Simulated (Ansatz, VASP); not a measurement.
**One calculation of GaN, two programs**

```
Ga N
1.0
     3.75817    0.00000    0.00000
     0.00000    3.75817    0.00000
     0.00000    0.00000    3.78554
Ga N
2 2
Direct
  0.00000 0.00000 0.50000
  0.50000 0.50000 0.50000
  0.50000 0.00000 0.68107
  0.00000 0.50000 0.31893
```

Alike in both runs: functional PBE; k mesh 4 × 4 × 6; occupations gaussian, width 0.1 eV; no spin polarisation.

Ansatz relaxed the structure, and its values are those at the end. VASP's run is a single point on that final structure, the one shown.

|  | VASP | Ansatz |
| --- | --- | --- |
| version | VASP 6.6.1 | Ansatz 0.2.0 |
| potentials or method | VASP PAW PBE potentials, release 64 (Ga_d, N), cutoff 520 eV | scalar-relativistic, plane waves, PAW |
| valence electrons in the cell | 36 | 36 |

```tsv
	VASP	Ansatz	Ansatz less VASP
gap on the k mesh at the Fermi level (eV)	0.80	0.82	+0.018
least direct gap on the mesh (eV)	1.46	1.47	+0.014
pressure (GPa)	0.4	0.1	-0.32
rms of the force components (eV/Å)	0.008	0.003	-0.0055
```
